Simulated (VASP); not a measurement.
# AgCl (F-43m) in VASP: single point with PBEsol

Aim: the single point of AgCl with PBEsol.

Program: VASP 6.6.1. These are calculated values, not measurements. Logs are shortened: lines on timing, memory, paths and dates and some standing lists are left out, and cuts for length are marked.

## 1. The cell of the first run

It takes space group F-43m (No. 216, cubic). Conventional cell: a = 5.848 Å, b = 5.848 Å, c = 5.848 Å, α = 90.00°, β = 90.00°, γ = 90.00°. Within 3.3 Å of Ag (site symmetry -43m) lie 4 Cl at 2.53 Å. Cl (site symmetry -43m) has 4 Ag at 2.53 Å within 3.3 Å.

## 2. Single point, PBEsol (I replaced by Cl, lengths x 0.922, strained)

Contents of INCAR:

```
SYSTEM = AgCl
PREC = Accurate ; ENCUT = 500
EDIFF = 1E-6 ; ISMEAR = 0
SIGMA = 0.02 ; LREAL = .False.
LASPH = .True. ; NELM = 120
ALGO = Normal ; ISIF = 2
LWAVE = .False. ; LCHARG = .False.
GGA = PS ; NBANDS = 16
GGA_COMPAT = .False.
```

Contents of KPOINTS:

```
Automatic mesh
0
Gamma
  8 8 8
  0 0 0
```

Contents of POSCAR:

```
AgCl
1.0
    0.0000000000      2.9241640519      2.9241640519
    2.9241640519      0.0000000000      2.9241640519
    2.9241640519      2.9241640519      0.0000000000
Ag Cl
1 1
Direct
    0.0000000000      0.0000000000      0.0000000000
    0.7500000000      0.7500000000      0.7500000000
```

Potentials or basis: VASP PAW PBE potentials, release 64 (Ag, Cl).

Run with:

```bash
> cat potpaw_PBE.64/Ag/POTCAR potpaw_PBE.64/Cl/POTCAR > POTCAR
> mpirun -np 1 vasp_std > vasp.out
```

OUTCAR:

```text
SYSTEM = AgCl
   PREC = Accurate
   ENCUT = 500
   EDIFF = 1E-6
   ISMEAR = 0
   LREAL = .False.
   LASPH = .True.
   NELM = 120
   ISIF = 2
   GGA = PS

 ion  position               nearest neighbor table
   1  0.000  0.000  0.000-   2 2.53   2 2.53   2 2.53   2 2.53
   2  0.750  0.750  0.750-   1 2.53   1 2.53   1 2.53   1 2.53

  LATTYP: Found a face centered cubic cell.
 ALAT       =     5.8483281038

  Lattice vectors:

 A1 = (   0.0000000000,   2.9241640519,   2.9241640519)
 A2 = (   2.9241640519,   0.0000000000,   2.9241640519)
 A3 = (   2.9241640519,   2.9241640519,   0.0000000000)

Analysis of symmetry for initial positions (statically):
=====================================================================
 Subroutine PRICEL returns:
 Original cell was already a primitive cell.

 Routine SETGRP: Setting up the symmetry group for a
 face centered cubic supercell.

 Subroutine GETGRP returns: Found 24 space group operations
 (whereof 24 operations were pure point group operations)
 out of a pool of 48 trial point group operations.

The static configuration has the point symmetry T_d .

Analysis of symmetry for dynamics (positions and initial velocities):
=====================================================================
 Subroutine PRICEL returns:
 Original cell was already a primitive cell.

 Routine SETGRP: Setting up the symmetry group for a
 face centered cubic supercell.

 Subroutine GETGRP returns: Found 24 space group operations
 (whereof 24 operations were pure point group operations)
 out of a pool of 48 trial point group operations.

The dynamic configuration has the point symmetry T_d .

 Subroutine INISYM returns: Found 24 space group operations
 (whereof 24 operations are pure point group operations),
 and found     1 'primitive' translations

----------------------------------------------------------------------------------------

                                     Primitive cell

  volume of cell :      50.0075

  direct lattice vectors                    reciprocal lattice vectors
     0.000000000  2.924164052  2.924164052    -0.170989039  0.170989039  0.170989039
     2.924164052  0.000000000  2.924164052     0.170989039 -0.170989039  0.170989039
     2.924164052  2.924164052  0.000000000     0.170989039  0.170989039 -0.170989039
[... 74 lines left out ...]
 SYSTEM =  AgCl
   PREC   = accura    normal or accurate (medium, high low for compatibility)
   ISTART =      0    job   : 0-new  1-cont  2-samecut
   ICHARG =      2    charge: 1-file 2-atom 10-const
   ISPIN  =      1    spin polarized calculation?
   LNONCOLLINEAR =      F non collinear calculations
   LSORBIT =      F    spin-orbit coupling
   LASPH  =      T    aspherical Exc in radial PAW
   ENCUT  =  500.0 eV  36.75 Ry    6.06 a.u.   7.54  7.54  7.54*2*pi/ulx,y,z
   NELM   =    120;   NELMIN=  2; NELMDL= -5     # of ELM steps
   EDIFF  = 0.1E-05   stopping-criterion for ELM
   LREAL  =      F    real-space projection
   EDIFFG = 0.1E-04   stopping-criterion for IOM
   NSW    =      0    number of steps for IOM
   IBRION =     -1    ionic relax: 0-MD 1-quasi-New 2-CG
   NFREE  =      0    steps in history (QN), initial steepest desc. (CG)
   ISIF   =      2    stress and relaxation
   ISYM   =      2    0-nonsym 1-usesym 2-fastsym
   POTIM  = 0.5000    time-step for ionic-motion
   TEBEG  =    0.0;   TEEND  =   0.0 temperature during run
   PSTRESS=    0.0 pullay stress
   NELECT =      18.0000    total number of electrons
   NUPDOWN=      -1.0000    fix difference up-down
   EMIN   =  10.00;   EMAX   =-10.00  energy-range for DOS
   EFERMI =   0.00;   METHOD = LEGACY
   ISMEAR =     0;   SIGMA  =   0.02  broadening in eV -4-tet -1-fermi 0-gaus
   EFERMI_NEDOS =   21; number of points for ismear=-14 and -15
   IALGO  =     38    algorithm
   IMIX   =      4    mixing-type and parameters
     AMIX     =   0.40;   BMIX     =  1.00
     AMIX_MAG =   1.60;   BMIX_MAG =  1.00
  volume/ion in A,a.u.               =      25.00       168.73
  Fermi-wavevector in a.u.,A,eV,Ry     =   1.164539  2.200659 18.451547  1.356150
  Thomas-Fermi vector in A             =   2.301075
   LORBIT       =      0    0 simple, 1 ext, 2 COOP (PROOUT), +10 PAW based schemes
   GGA     = PS    functional components
   LHFCALC =     F    Hartree Fock is set to
   AEXX    =    0.0000 exact exchange contribution
   IVDW    =     0    specifies the selected vdW correction
   LEPSILON=     F    determine dielectric tensor
   LRPA    =     F    only Hartree local field effects (RPA)
 non-spin polarized calculation
 Gauss-broadening in eV      SIGMA  =   0.02
  energy-cutoff  :      500.00
  volume of cell :       50.01
 maximum number of plane-waves:      1287
   NGX = 15   NGY = 15   NGZ = 15

 number of electron      18.0000002 magnetization

 Free energy of the ion-electron system (eV)
  ---------------------------------------------------
  ext. energy  EPLUGINS =         0.00000000
  ---------------------------------------------------
  free energy    TOTEN  =        -6.02500712 eV

  energy without entropy =       -6.02500712  energy(sigma->0) =       -6.02500712

 E-fermi :   2.5142     XC(G=0):  -9.1267

 val. band max:        2.4000224200   @ k =   0.0000   0.0000   0.0000
 cond. band min:       3.4095251855   @ k =   0.0000   0.0000   0.0000
 fundamental gap:      1.0095027655
 Fermi energy:         2.5141726039

 k-point     1 :       0.0000    0.0000    0.0000
  band No.  band energies     occupation
      1     -12.8656      2.00000
      2      -2.1860      2.00000
      3      -2.1860      2.00000
      4      -2.1860      2.00000
      5      -0.0150      2.00000
      6      -0.0150      2.00000
[... 433 lines left out ...]
      3      -2.0388      2.00000
      4      -1.8195      2.00000
      5      -0.0683      2.00000
      6       0.0558      2.00000
[... 8 lines left out ...]
     15      15.2958      0.00000
     16      16.2088      0.00000

 [... further k-points ...]
[... 5 lines left out ...]
  --------------------------------------------------------------------------------------
  -------------------------------------------------------------------------------------
  Total        0.2286437      0.2286437      0.2286437     -0.0000000      0.0000000      0.0000000
  in kB        7.3254541      7.3254541      7.3254541     -0.0000000      0.0000000      0.0000000
  external PRESSURE =       7.3254541 kB  Pullay stress =       0.0000000 kB

 VOLUME and BASIS-vectors are now :
 -----------------------------------------------------------------------------
  energy-cutoff  :      500.00
  volume of cell :       50.01
      direct lattice vectors                 reciprocal lattice vectors
     0.000000000  2.924164052  2.924164052    -0.170989039  0.170989039  0.170989039
     2.924164052  0.000000000  2.924164052     0.170989039 -0.170989039  0.170989039
     2.924164052  2.924164052  0.000000000     0.170989039  0.170989039 -0.170989039

 POSITION                                       TOTAL-FORCE (eV/Angst)
 -----------------------------------------------------------------------------------
      0.00000      0.00000      0.00000         0.000000      0.000000      0.000000
      4.38625      4.38625      4.38625        -0.000000     -0.000000     -0.000000
 -----------------------------------------------------------------------------------
    total drift:                               -0.000000     -0.000000     -0.000000

  FREE ENERGIE OF THE ION-ELECTRON SYSTEM (eV)
  ---------------------------------------------------
  free  energy   TOTEN  =        -6.0250071152 eV

  energy  without entropy=       -6.0250071152  energy(sigma->0) =       -6.02500712
```

stdout:

```text
POSCAR found type information on POSCAR AgCl
 POSCAR found :  2 types and       2 ions
 scaLAPACK will be used
 -----------------------------------------------------------------------------
|                                                                             |
|                                                                             |
|     You enforced a specific xc type in the INCAR file but a different       |
|     I HOPE YOU KNOW WHAT YOU ARE DOING!                                     |
|                                                                             |
 -----------------------------------------------------------------------------

 LDA part: xc-table for (Slater+PW92), standard interpolation
 POSCAR, INCAR and KPOINTS ok, starting setup
 FFT: planning ... GRIDC
 FFT: planning ... GRID_SOFT
 FFT: planning ... GRID
 WAVECAR not read
 entering main loop
```

It took 31 s on 1 thread of Intel Xeon 8259CL, shared host; peak memory 0.18 GiB.

What came out:

```yaml
Free_energy: -6.0250 eV
Pressure: 0.7 GPa
Band_gap_on_the_k_mesh: 1.01 eV, direct
```

Caveat: the cell differs from its parent crystal (I replaced by Cl, lengths x 0.922, strained); the PAW data sets were made with another functional, which shifts forces and pressure a little.
